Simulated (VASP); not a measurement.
Runs of VASP 6.6.1 on CuRu2. The structure is that of space group P6/mmm (No. 191), or close to it. The cells are those of the table. 

```tsv
task	cell	k mesh	cutoff (eV)	gap on the mesh (eV)	pressure (GPa)	relaxed volume (Å³/atom)
single point	a = 4.143, b = 4.143, c = 2.634 Å, angles 90.0, 90.0, 120.0°, 3 atoms	6 × 6 × 6	520	none	(b)	-
relaxation of cell and atoms	relaxed from a = 4.143, b = 4.143, c = 2.634 Å, angles 90.0, 90.0, 120.0°, 3 atoms	6 × 6 × 6	600	none	0.0	13.77
single point	a = 4.290, b = 4.290, c = 2.591 Å, angles 90.0, 90.0, 120.0°, 3 atoms	6 × 6 × 6	520	none	(a)	-
relaxation of cell and atoms	relaxed from a = 4.290, b = 4.290, c = 2.591 Å, angles 90.0, 90.0, 120.0°, 3 atoms	12 × 12 × 18	600	none	0.0	13.79
single point	a = 4.296, b = 4.296, c = 2.584 Å, angles 90.0, 90.0, 120.0°, 3 atoms	12 × 12 × 18	520	none	-0.5	-
```

Alike in all rows: level PBE; potentials or basis VASP PAW PBE potentials, release 64 (Cu, Ru_pv); no spin polarisation; smearing gaussian 0.1 eV.

Question: Estimate the missing entries.

Answer: (a) 0.3; (b) 16.5.

Caveats: some runs use coarse meshes.

A k mesh can miss the band edges, and the runs leave out spin-orbit coupling on Ru.

A gap of «none» marks levels without a gap at the run's occupations.
